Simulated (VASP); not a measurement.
A run of VASP 6.6.1:

The input INCAR:

```
SYSTEM = BAs
ALGO = Normal
EDIFF = 1E-6
ENCUT = 500
GGA = PE
GGA_COMPAT = .False.
ISIF = 2
ISMEAR = 0
LASPH = .True.
LCHARG = .False.
LREAL = .False.
LWAVE = .False.
NBANDS = 11
NELM = 120
PREC = Accurate
SIGMA = 0.02
```

Contents of KPOINTS:

```
k-points
0
Gamma
  10 10 10
  0 0 0
```

File POSCAR:

```
BAs
1.0
    0.0000000000      2.4045448518      2.4045448518
    2.4045448518      0.0000000000      2.4045448518
    2.4045448518      2.4045448518      0.0000000000
B As
1 1
Direct
    0.0000000000      0.0000000000      0.0000000000
    0.2500000000      0.2500000000      0.2500000000
```

Potentials or basis: VASP PAW PBE potentials, release 64 (B, As).

Run with:

```bash
$ cat potpaw_PBE.64/B/POTCAR potpaw_PBE.64/As/POTCAR > POTCAR
$ mpirun -np 1 vasp_std > vasp.out
```

Hardware: 1 thread of Intel(R) Xeon(R) 6975P-C (Granite Rapids), with other jobs on the host.

Problem. Estimate the wall time of this run.

Solution. Wall time 6.8 s on 1 thread of Intel(R) Xeon(R) 6975P-C (Granite Rapids) (shared host), peak memory 0.16 GiB. Counts: scf iterations 12, k points 47.
